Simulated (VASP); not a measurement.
BaPb3, 4 atoms in the cell. Symmetry: Pm-3m, No. 221, cubic system. The conventional cell has a = 4.925 Å, b = 4.925 Å, c = 4.925 Å, α = 90.00°, β = 90.00°, γ = 90.00°. Ba (site symmetry m-3m) has 12 Pb at 3.48 Å within 4.6 Å. Pb (site symmetry 4/mmm) has 4 Ba at 3.48 Å and 8 Pb at 3.48 Å within 4.6 Å. 

* Program: VASP 6.6.1
* Task: single point
* Functional: PBEsol
* Dispersion: D3(BJ)
* Potentials or basis: VASP PAW PBE potentials, release 64 (Ba_sv, Pb_d)
* Cutoff: 520 eV
* k mesh: 4 × 4 × 4
* Occupations: fermi-dirac, width 0.1 eV
* Spin: no spin polarisation
* Dipole correction: no
* Further INCAR settings: ALGO = Normal; EDIFF = 1e-06; NBANDS = 34

Potentials or basis: VASP PAW PBE potentials, release 64 (Ba_sv, Pb_d).

Command:

```sh
$ cat potpaw_PBE.64/Ba_sv/POTCAR potpaw_PBE.64/Pb_d/POTCAR > POTCAR
$ mpirun -np 1 vasp_std > vasp.out
```

Hardware: 1 thread of Intel(R) Xeon(R) Platinum 8488C (Sapphire Rapids), on a shared host.

Question: Estimate the wall time of this run.

Answer: Wall time 56 s on 1 thread of Intel(R) Xeon(R) Platinum 8488C (Sapphire Rapids), on a shared host, peak memory 0.25 GiB. Counts: scf iterations 13, k points 10.
